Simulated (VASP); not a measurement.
# Rb (Fm-3m) in VASP: single point with PBE

Aim: the single point of Rb with PBE.

Program: VASP 6.6.1. These are calculated values, not measurements. Logs are shortened: lines on timing, memory, paths and dates and some standing lists are left out, and cuts for length are marked.

## Step 1: The cell of the first run

It takes space group Fm-3m (No. 225, cubic). The conventional cell has a = 7.167 Å, b = 7.167 Å, c = 7.167 Å, α = 90.00°, β = 90.00°, γ = 90.00°.

This isn't the form of Rb at room conditions, which is bcc.

## Step 2: Single point, PBE, non-collinear spin, zero start, spin-orbit coupling

INCAR reads:

```
PREC = Accurate ; ENCUT = 520
EDIFF = 1E-7 ; ISMEAR = 0
SIGMA = 0.05 ; LREAL = F
LASPH = T ; NELM = 150
ALGO = Normal ; ISIF = 2
LWAVE = F ; LCHARG = F
MAGMOM = 0 0 0 ; LORBIT = 11
LSORBIT = T ; GGA_COMPAT = F
LORBMOM = T ; GGA = PE
NBANDS = 20
```

KPOINTS reads:

```
regular mesh
0
Gamma
  10 10 10
```

POSCAR reads:

```
Rb
1.0
    0.0000000000      3.5836242239      3.5836242239
    3.5836242239      0.0000000000      3.5836242239
    3.5836242239      3.5836242239      0.0000000000
Rb
1
Direct
    0.0000000000      0.0000000000      0.0000000000
```

Potentials or basis: VASP PAW PBE potentials, release 64 (Rb_sv).

Command:

```bash
cat potpaw_PBE.64/Rb_sv/POTCAR > POTCAR
mpirun -np 1 vasp_ncl > vasp.out
```

OUTCAR:

```text
PREC = Accurate
   ENCUT = 520
   EDIFF = 1E-7
   ISMEAR = 0
   LREAL = F
   LASPH = T
   NELM = 150
   ISIF = 2
   LORBIT = 11
   LSORBIT = T
   GGA = PE

 ion  position               nearest neighbor table
   1  0.000  0.000  0.000-

  LATTYP: Found a face centered cubic cell.
 ALAT       =     7.1672484478

  Lattice vectors:

 A1 = (   0.0000000000,   3.5836242239,   3.5836242239)
 A2 = (   3.5836242239,   0.0000000000,   3.5836242239)
 A3 = (   3.5836242239,   3.5836242239,   0.0000000000)

Analysis of symmetry for initial positions (statically):
=====================================================================
 Subroutine PRICEL returns:
 Original cell was already a primitive cell.

 Routine SETGRP: Setting up the symmetry group for a
 face centered cubic supercell.

 Subroutine GETGRP returns: Found 48 space group operations
 (whereof 48 operations were pure point group operations)
 out of a pool of 48 trial point group operations.

The static configuration has the point symmetry O_h .

Analysis of symmetry for dynamics (positions and initial velocities):
=====================================================================
 Subroutine PRICEL returns:
 Original cell was already a primitive cell.

 Routine SETGRP: Setting up the symmetry group for a
 face centered cubic supercell.

 Subroutine GETGRP returns: Found 48 space group operations
 (whereof 48 operations were pure point group operations)
 out of a pool of 48 trial point group operations.

The dynamic configuration has the point symmetry O_h .

Analysis of structural, dynamic, and magnetic symmetry:
=====================================================================
 Subroutine PRICEL returns:
 Original cell was already a primitive cell.

 Routine SETGRP: Setting up the symmetry group for a
 face centered cubic supercell.

 Subroutine GETGRP returns: Found 48 space group operations
 (whereof 48 operations were pure point group operations)
 out of a pool of 48 trial point group operations.

The overall configuration has the point symmetry O_h .

 Subroutine INISYM returns: Found 48 space group operations
 (whereof 48 operations are pure point group operations),
 and found     1 'primitive' translations

[... 146 lines left out ...]
 val. band max:       -0.0911956180   @ k =  -0.4000   0.1000   0.0000
 cond. band min:      -0.0499236516   @ k =   0.5000   0.3000   0.1000
 fundamental gap:      0.0412719664
 Fermi energy:        -0.0554561316

 k-point     1 :       0.0000    0.0000    0.0000
  band No.  band energies     occupation
      1     -28.9200      1.00000
      2     -28.9200      1.00000
      3     -13.5449      1.00000
      4     -13.5449      1.00000
      5     -12.6798      1.00000
      6     -12.6798      1.00000
[... 541 lines left out ...]
     19       5.6670      0.00000
     20       5.6889      0.00000

 [... further k-points ...]

------------------------ aborting loop because EDIFF is reached ----------------------------------------

  FORCE on cell =-STRESS in cart. coord.  units (eV):
  Direction    XX          YY          ZZ          XY          YZ          ZX
  --------------------------------------------------------------------------------------
  -------------------------------------------------------------------------------------
  Total       -0.0114401     -0.0114401     -0.0114401      0.0000000     -0.0000000     -0.0000000
  in kB       -0.1991326     -0.1991326     -0.1991326      0.0000000     -0.0000000     -0.0000000
  external PRESSURE =      -0.1991326 kB  Pullay stress =       0.0000000 kB

 VOLUME and BASIS-vectors are now :
 -----------------------------------------------------------------------------
  energy-cutoff  :      520.00
  volume of cell :       92.04
      direct lattice vectors                 reciprocal lattice vectors
     0.000000000  3.583624224  3.583624224    -0.139523557  0.139523557  0.139523557
     3.583624224  0.000000000  3.583624224     0.139523557 -0.139523557  0.139523557
     3.583624224  3.583624224  0.000000000     0.139523557  0.139523557 -0.139523557

 POSITION                                       TOTAL-FORCE (eV/Angst)
 -----------------------------------------------------------------------------------
      0.00000      0.00000      0.00000         0.000000     -0.000000     -0.000000
 -----------------------------------------------------------------------------------
    total drift:                               -0.000000     -0.000000     -0.000000

  FREE ENERGIE OF THE ION-ELECTRON SYSTEM (eV)
  ---------------------------------------------------
  free  energy   TOTEN  =        -0.9633216857 eV

  energy  without entropy=       -0.9615203665  energy(sigma->0) =       -0.96242103

 orbital moment (x)

 # of ion     p       d       tot
 ----------------------------------------
  1        -0.000  -0.000  -0.000
 ----------------------------------------
           -0.000  -0.000  -0.000

 orbital moment (y)

 # of ion     p       d       tot
 ----------------------------------------
  1         0.000   0.000   0.000
 ----------------------------------------
            0.000   0.000   0.000

 orbital moment (z)

 # of ion     p       d       tot
 ----------------------------------------
  1         0.000   0.000   0.000
 ----------------------------------------
            0.000   0.000   0.000

 Spin-Orbit-Coupling matrix elements

 Ion:    1  E_soc:     -0.0531001
 l=   1
     0.0000000    -0.0088500    -0.0088500
    -0.0088500     0.0000000    -0.0088500
    -0.0088500    -0.0088500     0.0000000
 l=   2
     0.0000000     0.0000000     0.0000000     0.0000000    -0.0000001
     0.0000000     0.0000000    -0.0000001     0.0000000    -0.0000000
     0.0000000    -0.0000001     0.0000000    -0.0000001     0.0000000
     0.0000000     0.0000000    -0.0000001     0.0000000    -0.0000000
    -0.0000001    -0.0000000     0.0000000    -0.0000000     0.0000000
 l=   3
     0.0000000     0.0000000     0.0000000     0.0000000     0.0000000     0.0000000     0.0000000
     0.0000000     0.0000000     0.0000000     0.0000000     0.0000000     0.0000000     0.0000000
     0.0000000     0.0000000     0.0000000     0.0000000     0.0000000     0.0000000     0.0000000
     0.0000000     0.0000000     0.0000000     0.0000000     0.0000000     0.0000000     0.0000000
     0.0000000     0.0000000     0.0000000     0.0000000     0.0000000     0.0000000     0.0000000
     0.0000000     0.0000000     0.0000000     0.0000000     0.0000000     0.0000000     0.0000000
     0.0000000     0.0000000     0.0000000     0.0000000     0.0000000     0.0000000     0.0000000

 total charge

# of ion       s       p       d       tot
------------------------------------------
    1        1.964   5.321   0.005   7.290

 magnetization (x)

# of ion       s       p       d       tot
------------------------------------------
    1       -0.000  -0.000  -0.000  -0.000

 magnetization (y)

# of ion       s       p       d       tot
------------------------------------------
    1       -0.000  -0.000  -0.000  -0.000

 magnetization (z)

# of ion       s       p       d       tot
------------------------------------------
    1        0.000  -0.000   0.000   0.000
```

OSZICAR:

```text
N       E                     dE             d eps       ncg     rms          rms(c)
DAV:   1     0.526844282720E+02    0.52684E+02   -0.32767E+03  1880   0.695E+02
DAV:   2     0.435975984872E+01   -0.48325E+02   -0.46573E+02  2352   0.149E+02
DAV:   3    -0.513757894315E+00   -0.48735E+01   -0.48466E+01  2692   0.436E+01
DAV:   4    -0.959207850937E+00   -0.44545E+00   -0.44499E+00  3032   0.926E+00
DAV:   5    -0.961945014379E+00   -0.27372E-02   -0.27364E-02  2444   0.785E-01    0.194E+00
DAV:   6    -0.962408899586E+00   -0.46389E-03   -0.20949E-03  2672   0.273E-01    0.117E+00
DAV:   7    -0.962759403467E+00   -0.35050E-03   -0.43176E-04  2604   0.128E-01    0.682E-01
DAV:   8    -0.963248031730E+00   -0.48863E-03   -0.97388E-04  2148   0.199E-01    0.340E-02
DAV:   9    -0.963310942548E+00   -0.62911E-04   -0.51981E-05  2336   0.511E-02    0.169E-02
DAV:  10    -0.963322176480E+00   -0.11234E-04   -0.11608E-05  2384   0.248E-02    0.483E-03
DAV:  11    -0.963321757924E+00    0.41856E-06   -0.10596E-06  2496   0.653E-03    0.282E-03
DAV:  12    -0.963321626488E+00    0.13144E-06   -0.45077E-07  2792   0.367E-03    0.546E-04
DAV:  13    -0.963321685712E+00   -0.59224E-07   -0.37205E-08  1416   0.130E-03
   1 F= -.96332169E+00 E0= -.96242103E+00  d E =-.180132E-02  mag=     0.0000    -0.0000     0.0000
```

Wall time 3.4 min (1 thread of Intel Xeon Platinum 8259CL at 2.50GHz (Skylake/Cascade Lake), shared host); peak memory 0.53 GiB.

What came out:

- Free energy: -0.9633 eV
- Pressure: 0.0 GPa
- Net moment: 0.00 μB per cell
- Valence electrons inside the program's atomic spheres: Rb 7.29

Moments on the atoms (μB; x, y, z):
```
Rb  0.00 0.00 0.00
```
